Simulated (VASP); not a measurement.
# MgH2 (Fm-3m) in VASP: a series of runs, part 2 of 3

VASP 6.6.1.

**3. Single point, LDA**

This run uses another cell than the first one, of 6.41 Å³/atom.

INCAR reads:

```
SYSTEM = MgH2
  ALGO = Normal
  EDIFF = 1E-6
  ENCUT = 600
  GGA_COMPAT = .False.
  ISIF = 2
  ISMEAR = -1
  LASPH = .True.
  LCHARG = .True.
  LELF = .True.
  LREAL = .False.
  LVHAR = .True.
  LWAVE = .False.
  NBANDS = 9
  NELM = 120
  PREC = Accurate
  SIGMA = 0.01
```

KPOINTS reads:

```
k-points
0
Gamma
  8 8 8
  0 0 0
```

POSCAR reads:

```
MgH2
1.0
    0.0000000000      2.1267062304      2.1267062304
    2.1267062304      0.0000000000      2.1267062304
    2.1267062304      2.1267062304      0.0000000000
Mg H
1 2
Direct
    0.0000000000      0.0000000000      0.0000000000
    0.2500000000      0.2500000000      0.2500000000
    0.7500000000      0.7500000000      0.7500000000
```

Potentials or basis: VASP PAW LDA potentials, release 64 (Mg, H).

On the command line:

```bash
> cat potpaw_LDA.64/Mg/POTCAR potpaw_LDA.64/H/POTCAR > POTCAR
> mpirun -np 1 vasp_std > vasp.out
```

OUTCAR:

```text
SYSTEM = MgH2
   EDIFF = 1E-6
   ENCUT = 600
   ISIF = 2
   ISMEAR = -1
   LASPH = .True.
   LREAL = .False.
   NELM = 120
   PREC = Accurate

 ion  position               nearest neighbor table
   1  0.000  0.000  0.000-   3 1.84   3 1.84   3 1.84   2 1.84   3 1.84   2 1.84   2 1.84   2 1.84

   2  0.250  0.250  0.250-   1 1.84   1 1.84   1 1.84   1 1.84
   3  0.750  0.750  0.750-   1 1.84   1 1.84   1 1.84   1 1.84

  LATTYP: Found a face centered cubic cell.
 ALAT       =     4.2534124608

  Lattice vectors:

 A1 = (   0.0000000000,   2.1267062304,   2.1267062304)
 A2 = (   2.1267062304,   0.0000000000,   2.1267062304)
 A3 = (   2.1267062304,   2.1267062304,   0.0000000000)

Analysis of symmetry for initial positions (statically):
=====================================================================
 Subroutine PRICEL returns:
 Original cell was already a primitive cell.

 Routine SETGRP: Setting up the symmetry group for a
 face centered cubic supercell.

 Subroutine GETGRP returns: Found 48 space group operations
 (whereof 48 operations were pure point group operations)
 out of a pool of 48 trial point group operations.

The static configuration has the point symmetry O_h .

Analysis of symmetry for dynamics (positions and initial velocities):
=====================================================================
 Subroutine PRICEL returns:
 Original cell was already a primitive cell.

 Routine SETGRP: Setting up the symmetry group for a
 face centered cubic supercell.

 Subroutine GETGRP returns: Found 48 space group operations
 (whereof 48 operations were pure point group operations)
 out of a pool of 48 trial point group operations.

The dynamic configuration has the point symmetry O_h .

 Subroutine INISYM returns: Found 48 space group operations
 (whereof 48 operations are pure point group operations),
 and found     1 'primitive' translations

----------------------------------------------------------------------------------------

                                     Primitive cell

  volume of cell :      19.2377

  direct lattice vectors                    reciprocal lattice vectors
     0.000000000  2.126706230  2.126706230    -0.235105344  0.235105344  0.235105344
     2.126706230  0.000000000  2.126706230     0.235105344 -0.235105344  0.235105344
     2.126706230  2.126706230  0.000000000     0.235105344  0.235105344 -0.235105344

  length of vectors
     3.007616794  3.007616794  3.007616794     0.407214401  0.407214401  0.407214401

  position of ions in fractional coordinates (direct lattice)
     0.000000000  0.000000000  0.000000000
     0.250000000  0.250000000  0.250000000
     0.750000000  0.750000000  0.750000000

  ion indices of the primitive-cell ions
   primitive index   ion index
                 1           1
                 2           2
                 3           3

----------------------------------------------------------------------------------------

 KPOINTS: k-points

Automatic generation of k-mesh.
 Grid dimensions read from file:
 generate k-points for:    8    8    8

 Generating k-lattice:

  Cartesian coordinates                     Fractional coordinates (reciprocal lattice)
    -0.029388168  0.029388168  0.029388168     0.125000000  0.000000000  0.000000000
     0.029388168 -0.029388168  0.029388168     0.000000000  0.125000000  0.000000000
[... 39 lines left out ...]
 [... further k-points ...]
   k-points           NKPTS =     29   k-points in BZ     NKDIM =     29   number of bands    NBANDS=      9
   number of dos      NEDOS =    301   number of ions     NIONS =      3
   total plane-waves  NPLWV =  13824
   dimension x,y,z NGX =    24 NGY =   24 NGZ =   24
   dimension x,y,z NGXF=    48 NGYF=   48 NGZF=   48
   ions per type =               1   2
   NGX,Y,Z   is equivalent  to a cutoff of  13.27, 13.27, 13.27 a.u.
   NGXF,Y,Z  is equivalent  to a cutoff of  26.53, 26.53, 26.53 a.u.
 SYSTEM =  MgH2
   PREC   = accura    normal or accurate (medium, high low for compatibility)
   ISTART =      0    job   : 0-new  1-cont  2-samecut
   ICHARG =      2    charge: 1-file 2-atom 10-const
   ISPIN  =      1    spin polarized calculation?
   LNONCOLLINEAR =      F non collinear calculations
   LSORBIT =      F    spin-orbit coupling
   LASPH  =      T    aspherical Exc in radial PAW
   ENCUT  =  600.0 eV  44.10 Ry    6.64 a.u.   6.01  6.01  6.01*2*pi/ulx,y,z
   NELM   =    120;   NELMIN=  2; NELMDL= -5     # of ELM steps
   EDIFF  = 0.1E-05   stopping-criterion for ELM
   LREAL  =      F    real-space projection
   EDIFFG = 0.1E-04   stopping-criterion for IOM
   NSW    =      0    number of steps for IOM
   IBRION =     -1    ionic relax: 0-MD 1-quasi-New 2-CG
   NFREE  =      0    steps in history (QN), initial steepest desc. (CG)
   ISIF   =      2    stress and relaxation
   ISYM   =      2    0-nonsym 1-usesym 2-fastsym
   POTIM  = 0.5000    time-step for ionic-motion
   TEBEG  =    0.0;   TEEND  =   0.0 temperature during run
   PSTRESS=    0.0 pullay stress
   NELECT =       4.0000    total number of electrons
   NUPDOWN=      -1.0000    fix difference up-down
   EMIN   =  10.00;   EMAX   =-10.00  energy-range for DOS
   EFERMI =   0.00;   METHOD = LEGACY
   ISMEAR =    -1;   SIGMA  =   0.01  broadening in eV -4-tet -1-fermi 0-gaus
   EFERMI_NEDOS =   21; number of points for ismear=-14 and -15
   IALGO  =     38    algorithm
   IMIX   =      4    mixing-type and parameters
     AMIX     =   0.40;   BMIX     =  1.00
     AMIX_MAG =   1.60;   BMIX_MAG =  1.00
  volume/ion in A,a.u.               =       6.41        43.27
  Fermi-wavevector in a.u.,A,eV,Ry     =   0.969864  1.832776 12.798122  0.940635
  Thomas-Fermi vector in A             =   2.099951
   LORBIT       =      0    0 simple, 1 ext, 2 COOP (PROOUT), +10 PAW based schemes
   GGA     = CA    functional components
   LHFCALC =     F    Hartree Fock is set to
   AEXX    =    0.0000 exact exchange contribution
   IVDW    =     0    specifies the selected vdW correction
   LEPSILON=     F    determine dielectric tensor
   LRPA    =     F    only Hartree local field effects (RPA)
 non-spin polarized calculation
  energy-cutoff  :      600.00
  volume of cell :       19.24
 maximum number of plane-waves:       660
   NGX = 13   NGY = 13   NGZ = 13

 number of electron       4.0000001 magnetization

 Free energy of the ion-electron system (eV)
  ---------------------------------------------------
  ext. energy  EPLUGINS =         0.00000000
  ---------------------------------------------------
  free energy    TOTEN  =        -8.74453337 eV

  energy without entropy =       -8.74453337  energy(sigma->0) =       -8.74453337

 E-fermi :   4.9117     XC(G=0): -10.5308

 val. band max:        4.7513282988   @ k =  -0.1250   0.1250   0.0000
 cond. band min:       5.0792424546   @ k =   0.5000   0.3750   0.0000
 fundamental gap:      0.3279141558
 Fermi energy:         4.9117357945

 k-point     1 :       0.0000    0.0000    0.0000
  band No.  band energies     occupation
      1      -7.3508      2.00000
      2       7.0243      0.00000
      3      15.5776      0.00000
      4      15.5776      0.00000
      5      15.5776      0.00000
      6      20.0821      0.00000
      7      20.0821      0.00000
      8      20.0821      0.00000
      9      21.0007      0.00000
[... 265 lines left out ...]
 k-point    24 :      -0.3750    0.2500    0.1250
  band No.  band energies     occupation
      1      -1.2778      2.00000
      2      -1.2113      2.00000
      3       8.1345      0.00000
      4      10.1102      0.00000
      5      15.9807      0.00000
      6      16.1620      0.00000
      7      22.8125      0.00000
      8      22.9993      0.00000
      9      24.3824      0.00000

 [... further k-points ...]

------------------------ aborting loop because EDIFF is reached ----------------------------------------

  FORCE on cell =-STRESS in cart. coord.  units (eV):
  Direction    XX          YY          ZZ          XY          YZ          ZX
  --------------------------------------------------------------------------------------
  -------------------------------------------------------------------------------------
  Total        3.5496836      3.5496836      3.5496836     -0.0000000      0.0000000     -0.0000000
  in kB      295.6294643    295.6294643    295.6294643     -0.0000000      0.0000000     -0.0000000
  external PRESSURE =     295.6294643 kB  Pullay stress =       0.0000000 kB

 VOLUME and BASIS-vectors are now :
 -----------------------------------------------------------------------------
  energy-cutoff  :      600.00
  volume of cell :       19.24
      direct lattice vectors                 reciprocal lattice vectors
     0.000000000  2.126706230  2.126706230    -0.235105344  0.235105344  0.235105344
     2.126706230  0.000000000  2.126706230     0.235105344 -0.235105344  0.235105344
     2.126706230  2.126706230  0.000000000     0.235105344  0.235105344 -0.235105344

 POSITION                                       TOTAL-FORCE (eV/Angst)
 -----------------------------------------------------------------------------------
      0.00000      0.00000      0.00000         0.000000      0.000000      0.000000
      1.06335      1.06335      1.06335        -0.000000      0.000000     -0.000000
      3.19006      3.19006      3.19006         0.000000     -0.000000      0.000000
 -----------------------------------------------------------------------------------
    total drift:                                0.000000      0.000000      0.000000

  FREE ENERGIE OF THE ION-ELECTRON SYSTEM (eV)
  ---------------------------------------------------
  free  energy   TOTEN  =        -8.7445333690 eV

  energy  without entropy=       -8.7445333672  energy(sigma->0) =       -8.74453337
```

OSZICAR:

```text
N       E                     dE             d eps       ncg     rms          rms(c)
DAV:   1    -0.291626845707E+01   -0.29163E+01   -0.20186E+03   546   0.386E+02
DAV:   2    -0.939842680172E+01   -0.64822E+01   -0.61412E+01   683   0.490E+01
DAV:   3    -0.950407166374E+01   -0.10564E+00   -0.10547E+00   657   0.590E+00
DAV:   4    -0.950418083154E+01   -0.10917E-03   -0.10917E-03   712   0.163E-01
DAV:   5    -0.950418094946E+01   -0.11792E-06   -0.11743E-06   680   0.478E-03    0.521E+00
DAV:   6    -0.895883193164E+01    0.54535E+00   -0.32988E-01   551   0.232E+00    0.261E+00
DAV:   7    -0.874517258169E+01    0.21366E+00   -0.41008E-01   570   0.272E+00    0.316E-01
DAV:   8    -0.874525721998E+01   -0.84638E-04   -0.68910E-03   687   0.477E-01    0.172E-01
DAV:   9    -0.874453301937E+01    0.72420E-03   -0.16652E-03   569   0.169E-01    0.789E-03
DAV:  10    -0.874453385799E+01   -0.83862E-06   -0.15998E-05   661   0.268E-02    0.509E-03
DAV:  11    -0.874453336898E+01    0.48901E-06   -0.10451E-06   437   0.428E-03
   1 F= -.87445334E+01 E0= -.87445334E+01  d E =-.174951E-08
```

stdout:

```text
POSCAR found type information on POSCAR MgH
 POSCAR found :  2 types and       3 ions
 scaLAPACK will be used
 LDA part: xc-table for (Slater(with rela. corr.)+CA(PZ))
 , standard interpolation
 POSCAR, INCAR and KPOINTS ok, starting setup
 FFT: planning ... GRIDC
 FFT: planning ... GRID_SOFT
 FFT: planning ... GRID
 WAVECAR not read
 entering main loop
```

It took 3.5 s on 1 thread of Intel Xeon 6975P-C (Granite Rapids), shared host; peak memory 0.13 GiB.

What came out:

```
Free energy            : -8.7445 eV
Pressure               : 29.6 GPa
Band gap on the k mesh : zero (bands 2 and 3 overlap by 2.87 eV)
```

Levels at points of the mesh, in eV from the Fermi level:
```csv
k point,band 1,band 2,band 3,band 4,band 5
"(0.00, 0.00, 0.00)",-12.26,2.11,10.67,10.67,10.67
"(0.50, 0.00, 0.00)",-6.84,-6.80,8.19,10.16,10.16
"(0.50, 0.50, 0.00)",-6.76,-2.60,-0.76,5.75,5.75
```

Caveat: the cell stands under pressure.

**4. Single point, LDA**

This run uses another cell than the first one, of 7.51 Å³/atom.

INCAR reads:

```
PREC = Accurate
ENCUT = 600
EDIFF = 1E-6
ISMEAR = -1
SIGMA = 0.01
LREAL = False
LASPH = True
NELM = 120
ALGO = Normal
ISIF = 2
LWAVE = False
LCHARG = False
NBANDS = 9
GGA_COMPAT = False
```

KPOINTS reads:

```
Automatic mesh
0
Gamma
  8 8 8
```

POSCAR reads:

```
MgH2
1.0
    0.0000000000      2.2412135903      2.2412135903
    2.2412135903      0.0000000000      2.2412135903
    2.2412135903      2.2412135903      0.0000000000
Mg H
1 2
Direct
    0.0000000000      0.0000000000      0.0000000000
    0.2500000000      0.2500000000      0.2500000000
    0.7500000000      0.7500000000      0.7500000000
```

Potentials or basis: VASP PAW LDA potentials, release 64 (Mg, H).

On the command line:

```bash
> cat potpaw_LDA.64/Mg/POTCAR potpaw_LDA.64/H/POTCAR > POTCAR
> mpirun -np 1 vasp_std > vasp.out
```

OUTCAR:

```text
PREC = Accurate
   ENCUT = 600
   EDIFF = 1E-6
   ISMEAR = -1
   LREAL = False
   LASPH = True
   NELM = 120
   ISIF = 2

 ion  position               nearest neighbor table
   1  0.000  0.000  0.000-   3 1.94   3 1.94   3 1.94   2 1.94   3 1.94   2 1.94   2 1.94   2 1.94

   2  0.250  0.250  0.250-   1 1.94   1 1.94   1 1.94   1 1.94
   3  0.750  0.750  0.750-   1 1.94   1 1.94   1 1.94   1 1.94

  LATTYP: Found a face centered cubic cell.
 ALAT       =     4.4824271806

  Lattice vectors:

 A1 = (   0.0000000000,   2.2412135903,   2.2412135903)
 A2 = (   2.2412135903,   0.0000000000,   2.2412135903)
 A3 = (   2.2412135903,   2.2412135903,   0.0000000000)

Analysis of symmetry for initial positions (statically):
=====================================================================
 Subroutine PRICEL returns:
 Original cell was already a primitive cell.

 Routine SETGRP: Setting up the symmetry group for a
 face centered cubic supercell.

 Subroutine GETGRP returns: Found 48 space group operations
 (whereof 48 operations were pure point group operations)
 out of a pool of 48 trial point group operations.

The static configuration has the point symmetry O_h .

Analysis of symmetry for dynamics (positions and initial velocities):
=====================================================================
 Subroutine PRICEL returns:
 Original cell was already a primitive cell.

 Routine SETGRP: Setting up the symmetry group for a
 face centered cubic supercell.

 Subroutine GETGRP returns: Found 48 space group operations
 (whereof 48 operations were pure point group operations)
 out of a pool of 48 trial point group operations.

The dynamic configuration has the point symmetry O_h .

 Subroutine INISYM returns: Found 48 space group operations
 (whereof 48 operations are pure point group operations),
 and found     1 'primitive' translations

----------------------------------------------------------------------------------------

[... 120 lines left out ...]
   LHFCALC =     F    Hartree Fock is set to
   AEXX    =    0.0000 exact exchange contribution
   IVDW    =     0    specifies the selected vdW correction
   LEPSILON=     F    determine dielectric tensor
   LRPA    =     F    only Hartree local field effects (RPA)
 non-spin polarized calculation
  energy-cutoff  :      600.00
  volume of cell :       22.52
 maximum number of plane-waves:       763
 NGX is ok and might be reduce to    28
   NGX = 13   NGY = 13   NGZ = 13

 number of electron       4.0000001 magnetization

 Free energy of the ion-electron system (eV)
  ---------------------------------------------------
  ext. energy  EPLUGINS =         0.00000000
  ---------------------------------------------------
  free energy    TOTEN  =        -9.12160055 eV

  energy without entropy =       -9.12160055  energy(sigma->0) =       -9.12160055

 E-fermi :   3.8499     XC(G=0):  -9.9378

 val. band max:        3.6428617124   @ k =  -0.3750   0.5000   0.1250
 cond. band min:       4.0569424093   @ k =   0.5000   0.3750   0.0000
 fundamental gap:      0.4140806968
 Fermi energy:         3.8498819580

 k-point     1 :       0.0000    0.0000    0.0000
  band No.  band energies     occupation
      1      -7.3126      2.00000
      2       5.4849      0.00000
      3      13.7895      0.00000
      4      13.7895      0.00000
      5      13.7895      0.00000
      6      17.2496      0.00000
      7      17.2496      0.00000
      8      17.2496      0.00000
      9      18.3244      0.00000
[... 265 lines left out ...]
 k-point    24 :      -0.3750    0.2500    0.1250
  band No.  band energies     occupation
      1      -1.8182      2.00000
      2      -1.8080      2.00000
      3       6.9817      0.00000
      4       8.1769      0.00000
      5      13.8090      0.00000
      6      13.8661      0.00000
      7      19.8412      0.00000
      8      20.1585      0.00000
      9      21.5611      0.00000

 [... further k-points ...]

------------------------ aborting loop because EDIFF is reached ----------------------------------------

  FORCE on cell =-STRESS in cart. coord.  units (eV):
  Direction    XX          YY          ZZ          XY          YZ          ZX
  --------------------------------------------------------------------------------------
  -------------------------------------------------------------------------------------
  Total        1.3169455      1.3169455      1.3169455      0.0000000     -0.0000000      0.0000000
  in kB       93.7127421     93.7127421     93.7127421      0.0000000     -0.0000000      0.0000000
  external PRESSURE =      93.7127421 kB  Pullay stress =       0.0000000 kB

 VOLUME and BASIS-vectors are now :
 -----------------------------------------------------------------------------
  energy-cutoff  :      600.00
  volume of cell :       22.52
      direct lattice vectors                 reciprocal lattice vectors
     0.000000000  2.241213590  2.241213590    -0.223093418  0.223093418  0.223093418
     2.241213590  0.000000000  2.241213590     0.223093418 -0.223093418  0.223093418
     2.241213590  2.241213590  0.000000000     0.223093418  0.223093418 -0.223093418

 POSITION                                       TOTAL-FORCE (eV/Angst)
 -----------------------------------------------------------------------------------
      0.00000      0.00000      0.00000        -0.000000      0.000000     -0.000000
      1.12061      1.12061      1.12061         0.000000     -0.000000     -0.000000
      3.36182      3.36182      3.36182        -0.000000     -0.000000      0.000000
 -----------------------------------------------------------------------------------
    total drift:                                0.000000      0.000000     -0.000000

  FREE ENERGIE OF THE ION-ELECTRON SYSTEM (eV)
  ---------------------------------------------------
  free  energy   TOTEN  =        -9.1216005480 eV

  energy  without entropy=       -9.1216005479  energy(sigma->0) =       -9.12160055
```

OSZICAR:

```text
N       E                     dE             d eps       ncg     rms          rms(c)
DAV:   1    -0.407266794158E+01   -0.40727E+01   -0.20355E+03   546   0.388E+02
DAV:   2    -0.973936673724E+01   -0.56667E+01   -0.53994E+01   671   0.497E+01
DAV:   3    -0.984092934350E+01   -0.10156E+00   -0.10148E+00   642   0.588E+00
DAV:   4    -0.984108854083E+01   -0.15920E-03   -0.15919E-03   725   0.212E-01
DAV:   5    -0.984108903765E+01   -0.49682E-06   -0.49650E-06   666   0.974E-03    0.490E+00
DAV:   6    -0.930665537415E+01    0.53443E+00   -0.35976E-01   549   0.231E+00    0.234E+00
DAV:   7    -0.912240780459E+01    0.18425E+00   -0.37233E-01   580   0.251E+00    0.327E-01
DAV:   8    -0.912295950387E+01   -0.55170E-03   -0.13393E-02   663   0.574E-01    0.226E-01
DAV:   9    -0.912160111389E+01    0.13584E-02   -0.35799E-03   577   0.235E-01    0.128E-02
DAV:  10    -0.912160242738E+01   -0.13135E-05   -0.38057E-05   592   0.438E-02    0.937E-03
DAV:  11    -0.912160051386E+01    0.19135E-05   -0.44333E-06   608   0.822E-03    0.985E-04
DAV:  12    -0.912160054798E+01   -0.34119E-07   -0.62029E-08   304   0.160E-03
   1 F= -.91216005E+01 E0= -.91216005E+01  d E =-.311593E-10
```

stdout:

```text
POSCAR found type information on POSCAR MgH
 POSCAR found :  2 types and       3 ions
 scaLAPACK will be used
 LDA part: xc-table for (Slater(with rela. corr.)+CA(PZ))
 , standard interpolation
 POSCAR, INCAR and KPOINTS ok, starting setup
 FFT: planning ... GRIDC
 FFT: planning ... GRID_SOFT
 FFT: planning ... GRID
 WAVECAR not read
 entering main loop
```

It took 4.7 s on 1 thread of Intel Xeon 6975P-C (Granite Rapids), shared host; peak memory 0.14 GiB.

Results:

| Item | Value |
| --- | --- |
| Free energy | -9.1216 eV |
| Pressure | 9.4 GPa |
| Band gap on the k mesh | zero (bands 2 and 3 overlap by 2.27 eV) |

Levels at points of the mesh, in eV from the Fermi level:
```tsv
k point	band 1	band 2	band 3	band 4	band 5	band 6	band 7
(0.00, 0.00, 0.00)	-11.16	1.64	9.94	9.94	9.94	13.40	13.40
(0.50, 0.00, 0.00)	-6.27	-6.25	7.50	8.85	9.53	9.53	10.28
(0.50, 0.50, 0.00)	-6.24	-2.40	-0.64	5.12	5.12	8.98	19.47
```

Caveat: the cell stands under pressure.

(Continued in part 3 of 3.)
